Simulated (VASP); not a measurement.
Here is a VASP 6.6.1 calculation.

File INCAR:

```
SYSTEM = SiO2
PREC = Accurate
ENCUT = 520
EDIFF = 1E-6
ISMEAR = 0
SIGMA = 0.02
LREAL = .FALSE.
LASPH = .TRUE.
NELM = 60
ALGO = Normal
ISIF = 2
LWAVE = .FALSE.
LCHARG = .FALSE.
NBANDS = 44
```

The input KPOINTS:

```
Automatic mesh
0
G
  6 6 4
  0 0 0
```

POSCAR

```
SiO2
1.0
    4.5259704670      0.0000000000      0.0000000000
    0.0000000000      4.5259704670      0.0000000000
    0.0000000000      0.0000000000      6.0204480330
Si O
4 8
Direct
    0.1547038355      0.1547038355      0.0000000000
    0.3452961645      0.6547038355      0.7500000000
    0.6547038355      0.3452961645      0.2500000000
    0.8452961645      0.8452961645      0.5000000000
    0.6911271682      0.7200339217      0.7216697877
    0.3088728318      0.2799660783      0.2216697877
    0.7200339217      0.6911271682      0.2783302123
    0.2200339217      0.8088728318      0.9716697877
    0.2799660783      0.3088728318      0.7783302123
    0.1911271682      0.7799660783      0.5283302123
    0.8088728318      0.2200339217      0.0283302123
    0.7799660783      0.1911271682      0.4716697877
```

Potentials or basis: VASP PAW LDA potentials, release 64 (Si, O).

Launch:

```sh
$ cat potpaw_LDA.64/Si/POTCAR potpaw_LDA.64/O/POTCAR > POTCAR
$ mpirun -np 1 vasp_std > vasp.out
```

**Question.** What does it give for the pressure?

**Answer.** 11.0 GPa.

**Question.** Predict the band gap on the k mesh.

**Answer.** 5.98 eV.

Forces in eV/Å, atoms in the order of the input:
```
Si  -0.029 -0.029  0.000
Si   0.029 -0.029  0.000
Si  -0.029  0.029  0.000
Si   0.029  0.029  0.000
O    0.040 -0.009  0.047
O   -0.040  0.009  0.047
O   -0.009  0.040 -0.047
O   -0.009 -0.040  0.047
O    0.009 -0.040 -0.047
O    0.040  0.009 -0.047
O   -0.040 -0.009 -0.047
O    0.009  0.040  0.047
```

Caveat: the cell stands under pressure. A k mesh can miss the band edges.
